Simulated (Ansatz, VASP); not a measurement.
## BN: VASP beside Ansatz

Contents of INCAR:

```
PREC = Accurate ; ENCUT = 520
EDIFF = 1E-6 ; ISMEAR = 0
SIGMA = 0.05 ; LREAL = F
LASPH = T ; NELM = 60
ALGO = Normal ; ISIF = 2
LWAVE = F ; LCHARG = F
GGA = PE ; IVDW = 12
NBANDS = 11
```

Contents of KPOINTS:

```
regular mesh
0
Gamma
  12 12 12
```

Contents of POSCAR:

```
BN
1.0
    0.0000000000      3.5253817857      1.9461299890
    1.3236403568      0.0000000000      1.9461299890
    1.3236403568      3.5253817857      0.0000000000
B N
1 1
Direct
    0.0001068737      0.0001068737      0.9998931263
    0.6665931163      0.6665931163      0.3334068837
```

Input for Ansatz:

```yaml
crystal:
  lattice:
    - [0.0, 3.5253817857, 1.946129989]
    - [1.3236403568, 0.0, 1.946129989]
    - [1.3236403568, 3.5253817857, 0.0]
  atoms:
    - { symbol: B, position: [0.0001068737, 0.0001068737, 0.9998931263] }
    - { symbol: "N", position: [0.6665931163, 0.6665931163, 0.3334068837] }
basis:
  ecutwfc: 420
kpoints:
  mp_grid: { grid: [12, 12, 12] }
hamiltonian:
  xc: pbe
  dispersion: d3bj
scf:
  occupations: { method: gaussian, width: 0.05 }
output:
  forces: true
  stress: true
  eigenvalues: true
```

Alike in both runs: task single point; functional PBE; dispersion D3(BJ); k mesh 12 × 12 × 12; occupations gaussian, width 0.05 eV; no spin polarisation.

|  | VASP | Ansatz |
| --- | --- | --- |
| version | VASP 6.6.1 | Ansatz 0.2.0 |
| potentials or method | VASP PAW PBE potentials, release 64 (B, N), cutoff 520 eV | scalar-relativistic, plane waves, PAW |
| valence electrons in the cell | 8 | 8 |

Ansatz gave:

| Property | Result |
| --- | --- |
| gap on the k mesh at the Fermi level (eV) | 4.21 |
| least direct gap on the mesh (eV) | 4.77 |
| pressure (GPa) | 27.1 |
| traceless stress, the component that is largest in VASP (GPa) | 81.56 |
| rms of the force components (eV/Å) | 2.417 |

Question: Which values does VASP return?

Answer: gap on the k mesh at the Fermi level (eV): 4.20; least direct gap on the mesh (eV): 4.77; pressure (GPa): 27.1; traceless stress, the component that is largest in VASP (GPa): 81.81; rms of the force components (eV/Å): 2.415.

Atom by atom the forces differ by 0.003 eV/Å (rms over components).
